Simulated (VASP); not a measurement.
# Al (Fm-3m) in VASP: single point with PBEsol+D4

Aim: the single point of Al with PBEsol+D4.

Program: VASP 6.6.1. These are calculated values, not measurements. Logs are shortened: lines on timing, memory, paths and dates and some standing lists are left out, and cuts for length are marked.

## Step 1: The cell of the first run

The structure is cubic, space group Fm-3m (No. 225). Conventional cell: a = 3.983 Å, b = 3.983 Å, c = 3.983 Å, α = 90.00°, β = 90.00°, γ = 90.00°. Within 3.7 Å of Al (site symmetry m-3m) lie 12 Al at 2.82 Å.

## Step 2: Single point, PBEsol+D4

INCAR

```
SYSTEM = Al
PREC = Accurate
ENCUT = 500
EDIFF = 1E-6
ISMEAR = 0
SIGMA = 0.1
LREAL = .False.
LASPH = .True.
NELM = 120
ALGO = Normal
ISIF = 2
LWAVE = .False.
LCHARG = .False.
GGA = PS
IVDW = 13
NBANDS = 8
GGA_COMPAT = .False.
```

KPOINTS

```
regular mesh
0
Gamma
  18 18 18
  0 0 0
```

POSCAR

```
Al
1.0
    0.0000000000      1.9917186253      1.9917186253
    1.9917186253      0.0000000000      1.9917186253
    1.9917186253      1.9917186253      0.0000000000
Al
1
Direct
    0.0000000000      0.0000000000      0.0000000000
```

Potentials or basis: VASP PAW PBE potentials, release 64 (Al).

Run with:

```bash
$ cat potpaw_PBE.64/Al/POTCAR > POTCAR
$ mpirun -np 1 vasp_std > vasp.out
```

OUTCAR:

```text
SYSTEM = Al
   PREC = Accurate
   ENCUT = 500
   EDIFF = 1E-6
   ISMEAR = 0
   LREAL = .False.
   LASPH = .True.
   NELM = 120
   ISIF = 2
   GGA = PS
   IVDW = 13

 ion  position               nearest neighbor table
   1  0.000  0.000  0.000-

  LATTYP: Found a face centered cubic cell.
 ALAT       =     3.9834372506

  Lattice vectors:

 A1 = (   0.0000000000,   1.9917186253,   1.9917186253)
 A2 = (   1.9917186253,   0.0000000000,   1.9917186253)
 A3 = (   1.9917186253,   1.9917186253,   0.0000000000)

Analysis of symmetry for initial positions (statically):
=====================================================================
 Subroutine PRICEL returns:
 Original cell was already a primitive cell.

 Routine SETGRP: Setting up the symmetry group for a
 face centered cubic supercell.

 Subroutine GETGRP returns: Found 48 space group operations
 (whereof 48 operations were pure point group operations)
 out of a pool of 48 trial point group operations.

The static configuration has the point symmetry O_h .

Analysis of symmetry for dynamics (positions and initial velocities):
=====================================================================
 Subroutine PRICEL returns:
 Original cell was already a primitive cell.

 Routine SETGRP: Setting up the symmetry group for a
 face centered cubic supercell.

 Subroutine GETGRP returns: Found 48 space group operations
 (whereof 48 operations were pure point group operations)
 out of a pool of 48 trial point group operations.

The dynamic configuration has the point symmetry O_h .

 Subroutine INISYM returns: Found 48 space group operations
 (whereof 48 operations are pure point group operations),
 and found     1 'primitive' translations

----------------------------------------------------------------------------------------

                                     Primitive cell

  volume of cell :      15.8021

  direct lattice vectors                    reciprocal lattice vectors
     0.000000000  1.991718625  1.991718625    -0.251039476  0.251039476  0.251039476
     1.991718625  0.000000000  1.991718625     0.251039476 -0.251039476  0.251039476
     1.991718625  1.991718625  0.000000000     0.251039476  0.251039476 -0.251039476

  length of vectors
     2.816715492  2.816715492  2.816715492     0.434813127  0.434813127  0.434813127

  position of ions in fractional coordinates (direct lattice)
     0.000000000  0.000000000  0.000000000

  ion indices of the primitive-cell ions
   primitive index   ion index
                 1           1

----------------------------------------------------------------------------------------

 KPOINTS: regular mesh

Automatic generation of k-mesh.
 Grid dimensions read from file:
 generate k-points for:   18   18   18

 Generating k-lattice:

  Cartesian coordinates                     Fractional coordinates (reciprocal lattice)
    -0.013946638  0.013946638  0.013946638     0.055555556  0.000000000  0.000000000
     0.013946638 -0.013946638  0.013946638     0.000000000  0.055555556  0.000000000
     0.013946638  0.013946638 -0.013946638     0.000000000  0.000000000  0.055555556

  Length of vectors
     0.024156285  0.024156285  0.024156285

  Shift w.r.t. Gamma in fractional coordinates (k-lattice)
     0.000000000  0.000000000  0.000000000

 Subroutine IBZKPT returns following result:
 ===========================================

 Found    195 irreducible k-points:

 Following reciprocal coordinates:
            Coordinates               Weight
  0.000000  0.000000  0.000000      1.000000
  0.055556  0.000000  0.000000      8.000000
  0.111111  0.000000  0.000000      8.000000
  0.166667  0.000000  0.000000      8.000000
  0.222222  0.000000  0.000000      8.000000
  0.277778  0.000000  0.000000      8.000000
[... 16 lines left out ...]
 -0.277778  0.055556  0.000000     24.000000
 -0.222222  0.055556  0.000000     24.000000
 [... further k-points ...]
   k-points           NKPTS =    195   k-points in BZ     NKDIM =    195   number of bands    NBANDS=      8
   number of dos      NEDOS =    301   number of ions     NIONS =      1
   total plane-waves  NPLWV =  13824
   dimension x,y,z NGX =    24 NGY =   24 NGZ =   24
   dimension x,y,z NGXF=    48 NGYF=   48 NGZF=   48
   ions per type =               1
   NGX,Y,Z   is equivalent  to a cutoff of  14.17, 14.17, 14.17 a.u.
   NGXF,Y,Z  is equivalent  to a cutoff of  28.33, 28.33, 28.33 a.u.
 SYSTEM =  Al
   PREC   = accura    normal or accurate (medium, high low for compatibility)
   ISTART =      0    job   : 0-new  1-cont  2-samecut
   ICHARG =      2    charge: 1-file 2-atom 10-const
   ISPIN  =      1    spin polarized calculation?
   LNONCOLLINEAR =      F non collinear calculations
   LSORBIT =      F    spin-orbit coupling
   LASPH  =      T    aspherical Exc in radial PAW
   ENCUT  =  500.0 eV  36.75 Ry    6.06 a.u.   5.14  5.14  5.14*2*pi/ulx,y,z
   NELM   =    120;   NELMIN=  2; NELMDL= -5     # of ELM steps
   EDIFF  = 0.1E-05   stopping-criterion for ELM
   LREAL  =      F    real-space projection
   EDIFFG = 0.1E-04   stopping-criterion for IOM
   NSW    =      0    number of steps for IOM
   IBRION =     -1    ionic relax: 0-MD 1-quasi-New 2-CG
   NFREE  =      0    steps in history (QN), initial steepest desc. (CG)
   ISIF   =      2    stress and relaxation
   ISYM   =      2    0-nonsym 1-usesym 2-fastsym
   POTIM  = 0.5000    time-step for ionic-motion
   TEBEG  =    0.0;   TEEND  =   0.0 temperature during run
   PSTRESS=    0.0 pullay stress
   NELECT =       3.0000    total number of electrons
   NUPDOWN=      -1.0000    fix difference up-down
   EMIN   =  10.00;   EMAX   =-10.00  energy-range for DOS
   EFERMI =   0.00;   METHOD = LEGACY
   ISMEAR =     0;   SIGMA  =   0.10  broadening in eV -4-tet -1-fermi 0-gaus
   EFERMI_NEDOS =   21; number of points for ismear=-14 and -15
   IALGO  =     38    algorithm
   IMIX   =      4    mixing-type and parameters
     AMIX     =   0.40;   BMIX     =  1.00
     AMIX_MAG =   1.60;   BMIX_MAG =  1.00
  volume/ion in A,a.u.               =      15.80       106.64
  Fermi-wavevector in a.u.,A,eV,Ry     =   0.940901  1.778045 12.045166  0.885295
  Thomas-Fermi vector in A             =   2.068359
   LORBIT       =      0    0 simple, 1 ext, 2 COOP (PROOUT), +10 PAW based schemes
   GGA     = PS    functional components
   LHFCALC =     F    Hartree Fock is set to
   AEXX    =    0.0000 exact exchange contribution
   IVDW    =    13    specifies the selected vdW correction
   LEPSILON=     F    determine dielectric tensor
   LRPA    =     F    only Hartree local field effects (RPA)
 non-spin polarized calculation
 Gauss-broadening in eV      SIGMA  =   0.10
  energy-cutoff  :      500.00
  volume of cell :       15.80
 maximum number of plane-waves:       412
 NGX is ok and might be reduce to    24
   NGX = 11   NGY = 11   NGZ = 11

 number of electron       3.0000000 magnetization

 Free energy of the ion-electron system (eV)
  ---------------------------------------------------
  ext. energy  EPLUGINS =         0.00000000
  ---------------------------------------------------
  free energy    TOTEN  =        -4.08816338 eV

  energy without entropy =       -4.08522893  energy(sigma->0) =       -4.08669616

 E-fermi :   8.3998     XC(G=0): -10.4154

 val. band max:        8.3761939819   @ k =   0.5000   0.4444   0.0556
 cond. band min:       8.4001284779   @ k =  -0.4444   0.3333   0.1111
 fundamental gap:      0.0239344960
 Fermi energy:         8.3998431789

 k-point     1 :       0.0000    0.0000    0.0000
  band No.  band energies     occupation
      1      -3.0244      2.00000
      2      21.2430      0.00000
      3      21.2430      0.00000
      4      21.2430      0.00000
      5      23.0675      0.00000
      6      23.0675      0.00000
      7      23.0675      0.00000
      8      25.2100      0.00000

 k-point     2 :       0.0556    0.0000    0.0000
  band No.  band energies     occupation
      1      -2.9380      2.00000
      2      19.7537      0.00000
      3      20.9691      0.00000
      4      20.9691      0.00000
      5      23.4779      0.00000
      6      23.4779      0.00000
      7      23.5763      0.00000
      8      26.1295      0.00000

 k-point     3 :       0.1111    0.0000    0.0000
  band No.  band energies     occupation
      1      -2.6794      2.00000
      2      17.4924      0.00000
      3      20.4845      0.00000
      4      20.4845      0.00000
      5      23.6022      0.00000
      6      24.3464      0.00000
      7      24.3464      0.00000
      8      26.7016      0.00000

 k-point     4 :       0.1667    0.0000    0.0000
  band No.  band energies     occupation
      1      -2.2494      2.00000
      2      15.2059      0.00000
      3      20.0479      0.00000
      4      20.0479      0.00000
      5      23.4184      0.00000
      6      24.9503      0.00000
      7      24.9503      0.00000
      8      26.0421      0.00000

 k-point     5 :       0.2222    0.0000    0.0000
  band No.  band energies     occupation
      1      -1.6498      2.00000
      2      12.9948      0.00000
      3      19.7232      0.00000
      4      19.7232      0.00000
      5      23.2321      0.00000
      6      24.0798      0.00000
      7      24.0798      0.00000
      8      27.0738      0.00000
[... 177 lines left out ...]
 k-point    22 :      -0.3333    0.0556    0.0000
  band No.  band energies     occupation
      1       0.4702      2.00000
      2       8.3530      1.49243
      3      17.7637      0.00000
      4      20.6919      0.00000
      5      20.7736      0.00000
      6      22.2343      0.00000
      7      23.8238      0.00000
      8      26.7664      0.00000

 k-point    23 :      -0.2778    0.0556    0.0000
  band No.  band energies     occupation
      1      -0.5150      2.00000
      2      10.2829      0.00000
      3      17.7826      0.00000
      4      20.7320      0.00000
      5      21.6315      0.00000
      6      23.1124      0.00000
      7      23.7835      0.00000
      8      27.5759      0.00000

 k-point    24 :      -0.2222    0.0556    0.0000
  band No.  band energies     occupation
      1      -1.3368      2.00000
      2      12.3384      0.00000
      3      17.9481      0.00000
      4      20.8643      0.00000
      5      22.6549      0.00000
      6      23.7540      0.00000
      7      24.2106      0.00000
      8      26.4438      0.00000

 [... further k-points ...]

------------------------ aborting loop because EDIFF is reached ----------------------------------------

  DFT-D4 for vdW energy calculation

  Edisp (eV):   -0.20842

  FORCE on cell =-STRESS in cart. coord.  units (eV):
  Direction    XX          YY          ZZ          XY          YZ          ZX
  --------------------------------------------------------------------------------------
  -------------------------------------------------------------------------------------
  Total       0.00891     0.00891     0.00891     0.00000     0.00000    -0.00000
  in kB       0.90388     0.90388     0.90388     0.00000     0.00000    -0.00000
  external pressure =        0.90 kB  Pullay stress =        0.00 kB

 VOLUME and BASIS-vectors are now :
 -----------------------------------------------------------------------------
  energy-cutoff  :      500.00
  volume of cell :       15.80
      direct lattice vectors                 reciprocal lattice vectors
     0.000000000  1.991718625  1.991718625    -0.251039476  0.251039476  0.251039476
     1.991718625  0.000000000  1.991718625     0.251039476 -0.251039476  0.251039476
     1.991718625  1.991718625  0.000000000     0.251039476  0.251039476 -0.251039476

 POSITION                                       TOTAL-FORCE (eV/Angst)
 -----------------------------------------------------------------------------------
      0.00000      0.00000      0.00000        -0.000000      0.000000      0.000000
 -----------------------------------------------------------------------------------
    total drift:                               -0.000000      0.000000      0.000000

  FREE ENERGIE OF THE ION-ELECTRON SYSTEM (eV)
  ---------------------------------------------------
  free  energy   TOTEN  =        -4.2965881210 eV

  energy  without entropy=       -4.2936536702  energy(sigma->0) =       -4.29512090
```

It took 27 s on 1 thread of Intel Xeon 8259CL, shared host; peak memory 0.14 GiB.

What came out:

```
Free energy                : -4.2966 eV
Pressure                   : 0.1 GPa
Dispersion energy per atom : -0.208 eV
```

Caveat: the PAW data sets were made with another functional, which shifts forces and pressure a little; pairwise dispersion overbinds metals, which lowers pressure and volume.
